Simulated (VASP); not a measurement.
**TiRh3: single point with LDA**

Crystal: TiRh3.

```
CELL_PARAMETERS angstrom
3.77020 0.00000 0.00000
0.00000 3.77020 0.00000
0.00000 0.00000 3.77020
ATOMIC_POSITIONS crystal
Ti 0.00000 0.00000 0.00000
Rh 0.00000 0.50000 0.50000
Rh 0.50000 0.00000 0.50000
Rh 0.50000 0.50000 0.00000
```

```json
{"Program": "VASP 6.6.1", "Task": "single point", "Functional": "LDA", "Potentials or basis": "VASP PAW LDA potentials, release 64 (Ti_sv, Rh_pv)", "Cutoff": "520 eV", "k mesh": "12 × 12 × 12", "Occupations": "methfessel-paxton, width 0.1 eV", "Spin": "no spin polarisation", "Dipole correction": "no", "Further INCAR settings": "ALGO = Normal; EDIFF = 1e-06; NBANDS = 36"}
```

The pressure is 0.8 GPa and the band gap on the k mesh is zero (an odd number of electrons rules out a gap without spin polarisation).

Levels at points of the mesh, in eV from the Fermi level:
```tsv
k point	band 25	band 26	band 27	band 28	band 29	band 30	band 31	band 32	band 33	band 34
(0.00, 0.00, 0.00)	-0.20	0.91	1.41	1.41	1.41	2.81	2.81	3.51	3.51	3.75
(0.50, 0.00, 0.00)	-1.30	-1.16	-1.16	-0.96	0.12	1.09	1.09	1.42	1.77	2.09
(0.50, 0.50, 0.00)	-1.71	-1.61	-1.61	-1.22	-0.81	-0.77	1.51	1.51	1.61	3.58
(0.50, 0.50, 0.50)	-1.65	0.96	0.96	0.96	1.02	1.18	1.18	1.18	2.68	2.68
```

It took 2.9 min on 1 thread of Intel Xeon 8259CL, with other jobs on the host, peak memory 0.24 GiB.
